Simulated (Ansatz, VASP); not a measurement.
Two plane-wave programs on Ta3N

The input INCAR:

```
  ALGO = Normal
  EDIFF = 1E-6
  ENCUT = 520
  GGA = PS
  ISIF = 2
  ISMEAR = 0
  LASPH = T
  LCHARG = F
  LREAL = F
  LWAVE = F
  NBANDS = 27
  NELM = 80
  PREC = Accurate
  SIGMA = 0.15
```

The input KPOINTS:

```
k-points
0
Gamma
  18 18 8
```

POSCAR

```
Ta3N
1.0
    3.1205247677      0.0000000000      0.0000000000
   -1.5602623839      2.7024537220      0.0000000000
    0.0000000000      0.0000000000      7.7479221219
Ta N
3 1
Direct
    0.0000000000      0.0000000000      0.5000000000
    0.3333333333      0.6666666667      0.1725859884
    0.6666666667      0.3333333333      0.8274140116
    0.0000000000      0.0000000000      0.0000000000
```

Input for Ansatz:

```yaml
crystal:
  lattice:
    - [3.1205247677, 0.0, 0.0]
    - [-1.5602623839, 2.702453722, 0.0]
    - [0.0, 0.0, 7.7479221219]
  atoms:
    - { symbol: Ta, position: [0.0, 0.0, 0.5] }
    - { symbol: Ta, position: [0.3333333333, 0.6666666667, 0.1725859884] }
    - { symbol: Ta, position: [0.6666666667, 0.3333333333, 0.8274140116] }
    - { symbol: "N", position: [0.0, 0.0, 0.0] }
basis:
  ecutwfc: 420
kpoints:
  mp_grid: { grid: [18, 18, 8] }
hamiltonian:
  xc: pbesol
scf:
  occupations: { method: gaussian, width: 0.15 }
output:
  forces: true
  stress: true
  eigenvalues: true
```

Change from the starting cell: strain +0.040 along x and y, +0.040 along z, atoms carried along.

Alike in both runs: task single point; functional PBEsol; k mesh 18 × 18 × 8; occupations gaussian, width 0.15 eV; no spin polarisation.

|  | VASP | Ansatz |
| --- | --- | --- |
| version | VASP 6.6.1 | Ansatz 0.2.0 |
| potentials or method | VASP PAW PBE potentials, release 64 (Ta_pv, N), cutoff 520 eV | scalar-relativistic, plane waves, PAW |
| valence electrons in the cell | 38 | 44 |

Ansatz gave:

| Item | Value |
| --- | --- |
| gap on the k mesh at the Fermi level (eV) | none |
| pressure (GPa) | -24.4 |
| traceless stress, the component that is largest in VASP (GPa) | -0.08 |
| rms of the force components (eV/Å) | 0.285 |

Q: What did VASP give for the same quantities?

A: gap on the k mesh at the Fermi level (eV): none; pressure (GPa): -24.3; traceless stress, the component that is largest in VASP (GPa): -0.07; rms of the force components (eV/Å): 0.270.

VASP's potentials were made for PBE, not for PBEsol. Atom by atom the forces differ by 0.016 eV/Å (rms over components). A gap of «none» marks a metal or a gap that the smearing closes. VASP's potentials hold 38 valence electrons a cell and Ansatz's 44, so a difference there can come from the potentials and not from the codes.

Spin-orbit coupling is off throughout.
